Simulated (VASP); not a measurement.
TlO3:

```
Tl O
1.0
     5.32473    0.00000    0.00000
    -2.66237    4.61135    0.00000
     0.00000    0.00000    4.27392
Tl O
2 6
Direct
  0.33333 0.66667 0.25000
  0.66667 0.33333 0.75000
  0.83300 0.66600 0.25000
  0.16700 0.83300 0.75000
  0.33400 0.16700 0.25000
  0.16700 0.33400 0.75000
  0.83300 0.16700 0.25000
  0.66600 0.83300 0.75000
```

| Property | Result |
| --- | --- |
| Program | VASP 6.6.1 |
| Task | relaxation of cell and atoms |
| Functional | PBE |
| Potentials or basis | VASP PAW PBE potentials, release 64 (Tl_d, O) |
| Cutoff | 600 eV |
| k mesh | 6 × 6 × 4 |
| Occupations | gaussian, width 0.1 eV |
| Spin | no spin polarisation |

At the start: pressure -13.1 GPa; volume 13.12 Å³/atom.

Question: Where does the relaxation end?

Answer: Over 20 steps the energy falls by 211.1 meV/atom and the volume is 11.67 Å³/atom (-11.1 %); space group P6_3/mmc (No. 194, to 0.1 Å) before and after.

Step by step:
| step | energy change (eV) | largest force (eV/Å) | pressure (GPa) | volume (Å³) |
| --- | --- | --- | --- | --- |
| 1 | 0.0000 | 0.9340 | -13.11 | 104.94 |
| 2 | -0.9353 | 0.6026 | 1.09 | 89.47 |
| 3 | -0.9366 | 0.5793 | 1.98 | 88.92 |
| 4 | -1.0713 | 0.4016 | 2.04 | 89.39 |
| 5 | -1.2782 | 0.2170 | 3.83 | 90.73 |
| 6 | -1.3776 | 0.1113 | -0.79 | 94.67 |
| 7 | -1.3848 | 0.0401 | -3.31 | 97.56 |
| 8 | -1.3878 | 0.0620 | -2.50 | 96.58 |
| 9 | -1.4583 | 0.2119 | -1.48 | 96.28 |
| 10 | -1.4837 | 0.3789 | -0.05 | 95.92 |
| 11 | -1.5392 | 0.3793 | -0.40 | 95.72 |
| 12 | -1.6503 | 0.2628 | 0.08 | 94.96 |
| 13 | -1.6521 | 0.1991 | 0.72 | 94.70 |
| 14 | -1.6609 | 0.1176 | -2.56 | 96.23 |
| 15 | -1.6727 | 0.0125 | -1.22 | 95.56 |
| 16 | -1.6830 | 0.0510 | 0.77 | 93.32 |
| 17 | -1.6836 | 0.0378 | 0.36 | 93.76 |
| 18 | -1.6868 | 0.0657 | -0.37 | 93.88 |
| 19 | -1.6868 | 0.0632 | -0.31 | 93.87 |
| 20 | -1.6886 | 0.0261 | 0.24 | 93.33 |

Final structure:
```cif
data_structure
_symmetry_space_group_name_H-M 'P 1'
_symmetry_Int_Tables_number 1
_cell_length_a 4.6837
_cell_length_b 4.6837
_cell_length_c 4.9128
_cell_angle_alpha 90.000
_cell_angle_beta 90.000
_cell_angle_gamma 120.000
_cell_volume 93.33
loop_
_atom_site_label
_atom_site_type_symbol
_atom_site_fract_x
_atom_site_fract_y
_atom_site_fract_z
_atom_site_occupancy
Tl1 Tl 0.33333 0.66667 0.25000 1
Tl2 Tl 0.66667 0.33333 0.75000 1
O1 O 0.82498 0.64996 0.25000 1
O2 O 0.17502 0.82498 0.75000 1
O3 O 0.35004 0.17502 0.25000 1
O4 O 0.17502 0.35004 0.75000 1
O5 O 0.82498 0.17502 0.25000 1
O6 O 0.64996 0.82498 0.75000 1
```

Caveat: the k points lie up to 0.32 Å⁻¹ apart in the final cell, too coarse for converged energies and pressures of a metal.
